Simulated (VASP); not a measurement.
Wanted: the native input for a VASP 6.6.1 run.

```yaml
Task: single point
Functional: PBEsol
Potentials_or_basis: VASP PAW PBE potentials, release 64 (Ge_d)
Cutoff: 520 eV
k_mesh: 20 × 20 × 20
Occupations: gaussian, width 0.15 eV
Spin: no spin polarisation
Dipole_correction: no
Further_INCAR_settings: ALGO = Normal; EDIFF = 1e-06; NBANDS = 21
```

The structure of Ge lies in POSCAR:

```
Ge
1.0
   -2.4958980000      2.6641173150      1.4369470000
    2.4958980000     -2.6641173150      1.4369470000
    2.4958980000      2.6641173150     -1.4369470000
Ge
2
Direct
    0.1859430000      0.9359430000      0.2500000000
    0.8140570000      0.0640570000      0.7500000000
```

This cell differs from its parent crystal: strain +0.0050 x Voigt [0, 1, 0, 0, 0, 0].

One way to write it, as run:

INCAR

```
SYSTEM = Ge
ALGO = Normal
EDIFF = 1E-6
ENCUT = 520
GGA = PS
ISIF = 2
ISMEAR = 0
LASPH = .True.
LCHARG = .False.
LREAL = .False.
LWAVE = .False.
NBANDS = 21
NELM = 100
PREC = Accurate
SIGMA = 0.15
```

KPOINTS

```
k-points
0
Gamma
  20 20 20
  0 0 0
```

Potentials or basis: VASP PAW PBE potentials, release 64 (Ge_d).

Command:

```console
$ cat potpaw_PBE.64/Ge_d/POTCAR > POTCAR
$ mpirun -np 1 vasp_std > vasp.out
```

Results of the run:

```json
{
 "Pressure": "-2.9 GPa",
 "Largest force": "0.039 eV/Å",
 "Band gap on the k mesh": "zero (band 14 reaches 8.78 eV, above the bottom of band 15 at 3.03 eV)"
}
```

Caveat: the cell differs from its parent crystal (strain +0.0050 x Voigt [0, 1, 0, 0, 0, 0]); the PAW data sets were made with another functional, which shifts forces and pressure a little.

Run time: 13 min on 1 thread of Intel(R) Xeon(R) Platinum 8259CL CPU @ 2.50GHz (Skylake/Cascade Lake), with other jobs on the host, peak memory 0.76 GiB.
